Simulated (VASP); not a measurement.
# Dy2H in VASP: a series of runs

The runs below take Dy2H through single point, with PBE.

Everything below comes from runs of VASP 6.6.1. Logs are shortened: lines on timing, memory, paths and dates and some standing lists are left out, and cuts for length are marked.

### Step 1. The cell of the first run

The structure is tetragonal, space group P-4m2 (No. 115). Conventional cell: a = 3.542 Å, b = 3.542 Å, c = 5.111 Å, α = 90.00°, β = 90.00°, γ = 90.00°. Within 2.8 Å of Dy (site symmetry 2mm) lie 2 H at 2.15 Å. H (site symmetry -4m2) has 4 Dy at 2.15 Å within 2.8 Å.

### Step 2. Single point, PBE (21.37 Å³/atom)

Input file INCAR:

```
SYSTEM = Dy2H
PREC = Accurate
ENCUT = 500
EDIFF = 1E-6
ISMEAR = 0
SIGMA = 0.1
LREAL = .FALSE.
LASPH = .TRUE.
NELM = 200
ALGO = Normal
ISIF = 2
LWAVE = .FALSE.
LCHARG = .FALSE.
GGA = PE
NBANDS = 16
GGA_COMPAT = .FALSE.
LMAXMIX = 6
```

Input file KPOINTS:

```
regular mesh
0
G
  10 10 8
  0 0 0
```

Input file POSCAR:

```
Dy2H
1.0
    3.5419256798      0.0000000000      0.0000000000
    0.0000000000      3.5419256798      0.0000000000
    0.0000000000      0.0000000000      5.1113113078
Dy H
2 1
Direct
    0.0000000000      0.5000000000      0.7611717123
    0.5000000000      0.0000000000      0.2388282877
    0.0000000000      0.0000000000      0.0000000000
```

Potentials or basis: VASP PAW PBE potentials, release 64 (Dy_3, H), 4f in core.

Launch:

```console
$ cat potpaw_PBE.64/Dy_3/POTCAR potpaw_PBE.64/H/POTCAR > POTCAR
$ mpirun -np 1 vasp_std > vasp.out
```

OUTCAR:

```text
SYSTEM = Dy2H
   PREC = Accurate
   ENCUT = 500
   EDIFF = 1E-6
   ISMEAR = 0
   LREAL = .FALSE.
   LASPH = .TRUE.
   NELM = 200
   ISIF = 2
   GGA = PE

 ion  position               nearest neighbor table
   1  0.000  0.500  0.761-   3 2.15   3 2.15   2 3.50   2 3.50   2 3.50   2 3.50   2 3.66   2 3.66
                             2 3.66   2 3.66
   2  0.500  0.000  0.239-   3 2.15   3 2.15   1 3.50   1 3.50   1 3.50   1 3.50   1 3.66   1 3.66
                             1 3.66   1 3.66
   3  0.000  0.000  0.000-   1 2.15   2 2.15   1 2.15   2 2.15

  LATTYP: Found a simple tetragonal cell.
 ALAT       =     3.5419256798
 C/A-ratio  =     1.4430882435

  Lattice vectors:

 A1 = (   3.5419256798,   0.0000000000,   0.0000000000)
 A2 = (   0.0000000000,   3.5419256798,   0.0000000000)
 A3 = (   0.0000000000,   0.0000000000,   5.1113113078)

Analysis of symmetry for initial positions (statically):
=====================================================================
 Subroutine PRICEL returns:
 Original cell was already a primitive cell.

 Routine SETGRP: Setting up the symmetry group for a
 simple tetragonal supercell.

 Subroutine GETGRP returns: Found  8 space group operations
 (whereof  8 operations were pure point group operations)
 out of a pool of 16 trial point group operations.

The static configuration has the point symmetry D_2d.

Analysis of symmetry for dynamics (positions and initial velocities):
=====================================================================
 Subroutine PRICEL returns:
 Original cell was already a primitive cell.

 Routine SETGRP: Setting up the symmetry group for a
 simple tetragonal supercell.

 Subroutine GETGRP returns: Found  8 space group operations
 (whereof  8 operations were pure point group operations)
 out of a pool of 16 trial point group operations.

The dynamic configuration has the point symmetry D_2d.

 Subroutine INISYM returns: Found  8 space group operations
 (whereof  8 operations are pure point group operations),
 and found     1 'primitive' translations

----------------------------------------------------------------------------------------

                                     Primitive cell

  volume of cell :      64.1226

  direct lattice vectors                    reciprocal lattice vectors
     3.541925680  0.000000000  0.000000000     0.282332293  0.000000000  0.000000000
     0.000000000  3.541925680  0.000000000     0.000000000  0.282332293  0.000000000
     0.000000000  0.000000000  5.111311308     0.000000000  0.000000000  0.195644511

  length of vectors
     3.541925680  3.541925680  5.111311308     0.282332293  0.282332293  0.195644511

  position of ions in fractional coordinates (direct lattice)
     0.000000000  0.500000000  0.761171712
     0.500000000  0.000000000  0.238828288
     0.000000000  0.000000000  0.000000000

  ion indices of the primitive-cell ions
   primitive index   ion index
                 1           1
                 2           2
                 3           3

----------------------------------------------------------------------------------------

 KPOINTS: regular mesh

Automatic generation of k-mesh.
 Grid dimensions read from file:
 generate k-points for:   10   10    8

 Generating k-lattice:

  Cartesian coordinates                     Fractional coordinates (reciprocal lattice)
     0.028233229  0.000000000  0.000000000     0.100000000  0.000000000  0.000000000
     0.000000000  0.028233229  0.000000000     0.000000000  0.100000000  0.000000000
     0.000000000  0.000000000  0.024455564     0.000000000  0.000000000  0.125000000

  Length of vectors
     0.028233229  0.028233229  0.024455564

  Shift w.r.t. Gamma in fractional coordinates (k-lattice)
     0.000000000  0.000000000  0.000000000

 Subroutine IBZKPT returns following result:
 ===========================================

 Found    105 irreducible k-points:

 Following reciprocal coordinates:
            Coordinates               Weight
  0.000000  0.000000  0.000000      1.000000
  0.100000  0.000000  0.000000      4.000000
  0.200000  0.000000  0.000000      4.000000
  0.300000  0.000000  0.000000      4.000000
  0.400000  0.000000  0.000000      4.000000
  0.500000  0.000000  0.000000      2.000000
[... 16 lines left out ...]
  0.100000  0.000000  0.125000      8.000000
  0.200000  0.000000  0.125000      8.000000
 [... further k-points ...]
   k-points           NKPTS =    105   k-points in BZ     NKDIM =    105   number of bands    NBANDS=     16
   number of dos      NEDOS =    301   number of ions     NIONS =      3
   total plane-waves  NPLWV =  31360
   dimension x,y,z NGX =    28 NGY =   28 NGZ =   40
   dimension x,y,z NGXF=    56 NGYF=   56 NGZF=   80
   ions per type =               2   1
   NGX,Y,Z   is equivalent  to a cutoff of  13.14, 13.14, 13.01 a.u.
   NGXF,Y,Z  is equivalent  to a cutoff of  26.28, 26.28, 26.02 a.u.
 SYSTEM =  Dy2H
[... 31 lines left out ...]
  Fermi-wavevector in a.u.,A,eV,Ry     =   1.091413  2.062471 16.207007  1.191181
  Thomas-Fermi vector in A             =   2.227657
   LORBIT       =      0    0 simple, 1 ext, 2 COOP (PROOUT), +10 PAW based schemes
   GGA     = PE    functional components
   LHFCALC =     F    Hartree Fock is set to
   AEXX    =    0.0000 exact exchange contribution
   IVDW    =     0    specifies the selected vdW correction
   LEPSILON=     F    determine dielectric tensor
   LRPA    =     F    only Hartree local field effects (RPA)
 non-spin polarized calculation
 Gauss-broadening in eV      SIGMA  =   0.10
  energy-cutoff  :      500.00
  volume of cell :       64.12
 maximum number of plane-waves:      1663
 NGX is ok and might be reduce to    28

 number of electron      18.9999999 magnetization

 Free energy of the ion-electron system (eV)
  ---------------------------------------------------
  ext. energy  EPLUGINS =         0.00000000
  ---------------------------------------------------
  free energy    TOTEN  =       -13.21165107 eV

  energy without entropy =      -13.20028777  energy(sigma->0) =      -13.20596942

 E-fermi :   3.2917     XC(G=0):  -9.9758

 val. band max:        3.2803663760   @ k =   0.4000   0.1000   0.2500
 cond. band min:       3.2923070561   @ k =   0.3000   0.2000   0.3750
 fundamental gap:      0.0119406801
 Fermi energy:         3.2917136318

 k-point     1 :       0.0000    0.0000    0.0000
  band No.  band energies     occupation
      1     -20.3318      2.00000
      2     -19.9387      2.00000
      3     -19.9387      2.00000
      4     -19.6976      2.00000
      5     -19.6976      2.00000
      6     -19.6825      2.00000
[... 8 lines left out ...]
     15       7.4832      0.00000
     16       9.1625      0.00000

 k-point     2 :       0.1000    0.0000    0.0000
  band No.  band energies     occupation
      1     -20.3139      2.00000
      2     -19.9734      2.00000
      3     -19.9304      2.00000
      4     -19.7412      2.00000
      5     -19.6999      2.00000
      6     -19.6928      2.00000
[... 8 lines left out ...]
     15       7.2941      0.00000
     16       8.5365      0.00000

 k-point     3 :       0.2000    0.0000    0.0000
  band No.  band energies     occupation
      1     -20.2653      2.00000
      2     -20.0603      2.00000
      3     -19.9072      2.00000
      4     -19.8524      2.00000
      5     -19.7251      2.00000
      6     -19.7071      2.00000
[... 8 lines left out ...]
     15       7.3958      0.00000
     16       7.5930      0.00000

 k-point     4 :       0.3000    0.0000    0.0000
  band No.  band energies     occupation
      1     -20.2211      2.00000
      2     -20.1402      2.00000
      3     -19.9801      2.00000
      4     -19.8743      2.00000
      5     -19.7801      2.00000
      6     -19.7203      2.00000
[... 8 lines left out ...]
     15       6.8517      0.00000
     16       7.8931      0.00000
[... 324 lines left out ...]
 k-point    22 :       0.0000    0.0000    0.1250
  band No.  band energies     occupation
      1     -20.3108      2.00000
      2     -19.9312      2.00000
      3     -19.9312      2.00000
      4     -19.7088      2.00000
      5     -19.7054      2.00000
      6     -19.7054      2.00000
[... 8 lines left out ...]
     15       7.5321      0.00000
     16       8.9236      0.00000

 k-point    23 :       0.1000    0.0000    0.1250
  band No.  band energies     occupation
      1     -20.2968      2.00000
      2     -19.9643      2.00000
      3     -19.9233      2.00000
      4     -19.7679      2.00000
      5     -19.7072      2.00000
      6     -19.6971      2.00000
[... 8 lines left out ...]
     15       7.3264      0.00000
     16       8.2025      0.00000

 k-point    24 :       0.2000    0.0000    0.1250
  band No.  band energies     occupation
      1     -20.2641      2.00000
      2     -20.0433      2.00000
      3     -19.9013      2.00000
      4     -19.8788      2.00000
      5     -19.7195      2.00000
      6     -19.7132      2.00000
[... 8 lines left out ...]
     15       7.2532      0.00000
     16       7.3685      0.00000

 [... further k-points ...]
[... 5 lines left out ...]
  --------------------------------------------------------------------------------------
  -------------------------------------------------------------------------------------
  Total        1.4765063      1.4765063      1.4734350      0.0000000      0.0000000     -0.0000000
  in kB       36.8922107     36.8922107     36.8154686      0.0000000      0.0000000     -0.0000000
  external PRESSURE =      36.8666300 kB  Pullay stress =       0.0000000 kB

 VOLUME and BASIS-vectors are now :
 -----------------------------------------------------------------------------
  energy-cutoff  :      500.00
  volume of cell :       64.12
      direct lattice vectors                 reciprocal lattice vectors
     3.541925680  0.000000000  0.000000000     0.282332293  0.000000000  0.000000000
     0.000000000  3.541925680  0.000000000     0.000000000  0.282332293  0.000000000
     0.000000000  0.000000000  5.111311308     0.000000000  0.000000000  0.195644511

 POSITION                                       TOTAL-FORCE (eV/Angst)
 -----------------------------------------------------------------------------------
      0.00000      1.77096      3.89059         0.000000      0.000000     -0.017445
      1.77096      0.00000      1.22073        -0.000000      0.000000      0.017445
      0.00000      0.00000      0.00000        -0.000000     -0.000000      0.000000
 -----------------------------------------------------------------------------------
    total drift:                                0.000000      0.000000     -0.000000

  FREE ENERGIE OF THE ION-ELECTRON SYSTEM (eV)
  ---------------------------------------------------
  free  energy   TOTEN  =       -13.2116510722 eV

  energy  without entropy=      -13.2002877703  energy(sigma->0) =      -13.20596942
```

Wall time 31 s (1 thread of Intel Xeon 6975P-C (Granite Rapids), shared host); peak memory 0.25 GiB.

Results:

```
Free energy            : -13.2117 eV
Pressure               : 3.7 GPa
Largest force          : 0.017 eV/Å
Band gap on the k mesh : zero (an odd number of electrons rules out a gap without spin polarisation)
```

Forces in eV/Å, atoms in the order of the input:
```
Dy   0.000  0.000 -0.017
Dy   0.000  0.000  0.017
H    0.000  0.000  0.000
```

Caveat: the cell stands under pressure; spin-orbit coupling is left out, which moves the levels of the heavy elements; the 4f electrons are frozen in the core, so they carry no moment and show no levels.

### Step 3. Single point, PBE

This run uses another cell than the first one: it holds 6 atoms, not 3.

Input file INCAR:

```
SYSTEM = Dy2H
ALGO = Normal
EDIFF = 1E-6
ENCUT = 500
GGA = PE
GGA_COMPAT = .FALSE.
ISIF = 2
ISMEAR = 0
LASPH = .TRUE.
LCHARG = .TRUE.
LELF = .TRUE.
LMAXMIX = 6
LREAL = .FALSE.
LVHAR = .TRUE.
LWAVE = .FALSE.
NBANDS = 28
NELM = 200
PREC = Accurate
SIGMA = 0.2
```

Input file KPOINTS:

```
k-points
0
G
  6 6 2
  0 0 0
```

Input file POSCAR:

```
Dy2H
1.0
    3.6255699039     -0.0010904017      0.0019926107
   -0.0010890050      3.6245722064      0.0024782727
    0.0055374568      0.0070354913     10.3804752326
Dy H
4 2
Direct
   -0.0007101517      0.5007250094      0.3824504890
    0.0006491369      0.4998651709      0.8823721962
    0.5002121286      0.0000434531      0.1175556091
    0.4994013344     -0.0002343226      0.6175948089
    0.0004072089     -0.0008339169     -0.0000243875
    1.0000403430      0.0004346062      0.5000512843
```

Potentials or basis: VASP PAW PBE potentials, release 64 (Dy_3, H), 4f in core.

Launch:

```console
$ cat potpaw_PBE.64/Dy_3/POTCAR potpaw_PBE.64/H/POTCAR > POTCAR
$ mpirun -np 1 vasp_std > vasp.out
```

Run time: 52 s. Hardware: 1 thread of Intel Xeon 6975P-C (Granite Rapids), shared host; peak memory 0.3 GiB.

It converged, with:

```yaml
Free_energy: -26.5680 eV
Pressure: 0.3 GPa
Largest_force: 0.024 eV/Å
Band_gap_on_the_k_mesh: zero (bands 19 and 20 overlap by 1.17 eV)
```

Forces in eV/Å, atoms in the order of the input:
```
Dy   0.006 -0.002 -0.023
Dy  -0.004  0.000 -0.021
Dy  -0.004 -0.003  0.022
Dy   0.004  0.004  0.022
H    0.002  0.005  0.001
H   -0.005 -0.004  0.000
```

Levels at points of the mesh, in eV from the Fermi level:
```tsv
k point	band 16	band 17	band 18	band 19	band 20	band 21
(0.00, 0.00, 0.00)	-2.54	-1.95	-1.29	0.25	0.85	1.17
(0.50, 0.00, 0.00)	-1.75	-0.69	-0.25	0.19	0.51	0.68
(0.00, 0.50, 0.00)	-1.75	-0.69	-0.25	0.19	0.52	0.68
(0.50, 0.50, 0.00)	-1.91	-0.88	-0.88	-0.86	0.23	0.32
(0.00, 0.00, 0.50)	-2.79	-1.67	-1.67	0.62	0.62	1.06
(0.50, 0.00, 0.50)	-1.96	-0.48	-0.48	0.32	0.32	0.90
(0.00, 0.50, 0.50)	-1.96	-0.48	-0.48	0.32	0.32	0.90
(0.50, 0.50, 0.50)	-1.49	-1.49	-1.49	-0.55	-0.55	0.52
```

Caveat: spin-orbit coupling is left out, which moves the levels of the heavy elements; the 4f electrons are frozen in the core, so they carry no moment and show no levels. Spin polarisation is off, so any magnetic state and its effect on volume and gap are missing.

### Step 4. Single point, PBE (22.06 Å³/atom)

This run uses another cell than the first one, of 22.06 Å³/atom.

Input file INCAR:

```
PREC = Accurate ; ENCUT = 500
EDIFF = 1E-6 ; ISMEAR = 0
SIGMA = 0.1 ; LREAL = F
LASPH = T ; NELM = 200
ALGO = Normal ; ISIF = 2
LWAVE = F ; LCHARG = F
GGA = PE ; NBANDS = 16
GGA_COMPAT = F ; LMAXMIX = 6
```

Input file KPOINTS:

```
Automatic mesh
0
Gamma
  10 10 8
```

Input file POSCAR:

```
Dy2H
1.0
    3.5790299355      0.0000000000      0.0000000000
    0.0000000000      3.5790299355      0.0000000000
    0.0000000000      0.0000000000      5.1656436104
Dy H
2 1
Direct
    0.0000000000      0.5000000000      0.7629560973
    0.5000000000      0.0000000000      0.2370439027
    0.0000000000      0.0000000000      0.0000000000
```

Launch:

```console
$ cat potpaw_PBE.64/Dy_3/POTCAR potpaw_PBE.64/H/POTCAR > POTCAR
$ mpirun -np 1 vasp_std > vasp.out
```

Run time: 31 s. Hardware: 1 thread of Intel Xeon 6975P-C (Granite Rapids), shared host; peak memory 0.25 GiB.

The run converged. Its results:

* Free energy: -13.2473 eV
* Pressure: 1.9 GPa
* Largest force: 0.018 eV/Å
* Band gap on the k mesh: zero (an odd number of electrons rules out a gap without spin polarisation)

Forces on the atoms (eV/Å):
```
Dy   0.000  0.000 -0.018
Dy   0.000  0.000  0.018
H    0.000  0.000  0.000
```

Levels at points of the mesh, in eV from the Fermi level:
```csv
k point,band 6,band 7,band 8,band 9,band 10,band 11,band 12,band 13
"(0.00, 0.00, 0.00)",-23.08,-6.87,-2.57,-2.05,0.86,1.51,1.65,1.65
"(0.50, 0.00, 0.00)",-23.14,-5.43,-1.73,-0.71,0.17,0.47,0.69,2.37
"(0.50, 0.50, 0.00)",-23.29,-4.97,-2.00,-2.00,-0.94,0.79,2.43,5.61
"(0.00, 0.00, 0.50)",-23.15,-6.13,-3.25,-1.31,0.18,1.18,1.81,2.65
"(0.50, 0.00, 0.50)",-23.14,-5.65,-2.20,-0.21,0.75,1.32,1.43,1.51
"(0.50, 0.50, 0.50)",-23.30,-4.82,-0.95,-0.95,0.25,0.31,0.43,2.39
```

Caveat: spin-orbit coupling is left out, which moves the levels of the heavy elements; the 4f electrons are frozen in the core, so they carry no moment and show no levels. Spin polarisation is off, so any magnetic state and its effect on volume and gap are missing.

### Step 5. Single point, PBE

This run uses another cell than the first one, of 22.96 Å³/atom.

Input file INCAR:

```
SYSTEM = Dy2H
ALGO = Normal
EDIFF = 1E-6
ENCUT = 500
GGA = PE
GGA_COMPAT = .False.
ISIF = 2
ISMEAR = 0
LASPH = .True.
LCHARG = .False.
LMAXMIX = 6
LREAL = .False.
LWAVE = .False.
NBANDS = 16
NELM = 200
PREC = Accurate
SIGMA = 0.2
```

Input file KPOINTS:

```
k-points
0
Gamma
  5 5 4
  0 0 0
```

Input file POSCAR:

```
Dy2H
1.0
    3.6597713729      0.0000000000      0.0000000000
    0.0000000000      3.6597713729      0.0000000000
    0.0000000000      0.0000000000      5.1430731903
Dy H
2 1
Direct
    0.0000000000      0.5000000000      0.7642347766
    0.5000000000      0.0000000000      0.2357652234
    0.0000000000      0.0000000000      0.0000000000
```

Launch:

```console
$ cat potpaw_PBE.64/Dy_3/POTCAR potpaw_PBE.64/H/POTCAR > POTCAR
$ mpirun -np 1 vasp_std > vasp.out
```

Wall time 11 s (1 thread of AMD EPYC 9R45 (Zen 5), shared host); peak memory 0.15 GiB.

The run converged. Its results:

- Free energy: -13.2684 eV
- Pressure: 0.0 GPa
- Largest force: 0.018 eV/Å
- Band gap on the k mesh: zero (an odd number of electrons rules out a gap without spin polarisation)

Forces on the atoms (eV/Å):
```
Dy   0.000  0.000  0.018
Dy   0.000  0.000 -0.018
H    0.000  0.000  0.000
```

Stress tensor (GPa, compression positive):
```
-0.25  0.00  0.00
 0.00 -0.25  0.00
 0.00  0.00  0.51
```

Levels at points of the mesh, in eV from the Fermi level:
```
           k point  band 7  band 8  band 9  band 10  band 11  band 12
(0.00, 0.00, 0.00)   -6.78   -2.56   -1.92     0.91     1.54     1.54
(0.00, 0.00, 0.50)   -6.07   -3.16   -1.29     0.25     1.27     1.96
```

Caveat: spin-orbit coupling is left out, which moves the levels of the heavy elements; the 4f electrons are frozen in the core, so they carry no moment and show no levels. Spin polarisation is off, so any magnetic state and its effect on volume and gap are missing.

### Step 6. The runs side by side

| cell | k mesh | smearing | gap on the mesh (eV) | pressure (GPa) | largest force (eV/Å) |
| --- | --- | --- | --- | --- | --- |
| a = 3.542, b = 3.542, c = 5.111 Å, 3 atoms, atomic positions A | 10 × 10 × 8 | gaussian 0.1 eV | none | 3.7 | 0.02 |
| a = 3.626, b = 3.625, c = 10.380 Å, angles 89.9, 89.9, 90.0°, 6 atoms, atomic positions B | 6 × 6 × 2 | gaussian 0.2 eV | none | 0.3 | 0.02 |
| a = 3.579, b = 3.579, c = 5.166 Å, 3 atoms, atomic positions A | 10 × 10 × 8 | gaussian 0.1 eV | none | 1.9 | 0.02 |
| a = 3.660, b = 3.660, c = 5.143 Å, 3 atoms, atomic positions C | 5 × 5 × 4 | gaussian 0.2 eV | none | 0.0 | 0.02 |

Alike in all rows: task single point; level PBE; potentials or basis VASP PAW PBE potentials, release 64 (Dy_3, H), 4f in core; no spin polarisation; cutoff (eV) 500.

Caveats: spin-orbit coupling is left out, which moves the levels of the heavy elements; the 4f electrons are frozen in the core, so they carry no moment and show no levels; the cell stands under pressure (at least some runs).

Absolute energies hang on the potentials; compare differences alone.
